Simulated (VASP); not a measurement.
Input of a VASP 6.6.1 run:

Contents of INCAR:

```
PREC     = Accurate       # precision mode
ENCUT    = 520            # plane-wave cutoff, eV
EDIFF    = 1E-7           # SCF threshold, eV
ISMEAR   = -1             # smearing method
SIGMA    = 0.05           # smearing width, eV
LREAL    = F              # projectors in reciprocal space
LASPH    = T              # aspherical terms in the spheres
NELM     = 100            # most SCF steps
ALGO     = Normal         # electronic algorithm
ISIF     = 2              # what is computed and relaxed
LWAVE    = F              # write WAVECAR
LCHARG   = F              # write CHGCAR
GGA      = PE             # functional
NBANDS   = 26             # bands
```

Contents of KPOINTS:

```
regular mesh
0
Gamma
  11 11 11
```

The input POSCAR:

```
NbP
1.0
   -1.6860157846      1.6860157846      5.7781232452
    1.6860157846     -1.6860157846      5.7781232452
    1.6860157846      1.6860157846     -5.7781232452
Nb P
2 2
Direct
    0.2498808000      0.7498808000      0.5000000000
    0.4998808000      0.4998808000      0.0000000000
    0.8327477700      0.3327477700      0.5000000000
    0.0827477700      0.0827477700      0.0000000000
```

Potentials or basis: VASP PAW PBE potentials, release 64 (Nb_sv, P).

Run with:

```console
$ cat potpaw_PBE.64/Nb_sv/POTCAR potpaw_PBE.64/P/POTCAR > POTCAR
$ mpirun -np 1 vasp_std > vasp.out
```

(1) Estimate the largest force.

(2) Predict the band gap on the k mesh.

(3) Predict the pressure.

Results:

(1) 0.008 eV/Å.

(2) zero (filled and empty bands touch).

(3) -4.9 GPa.
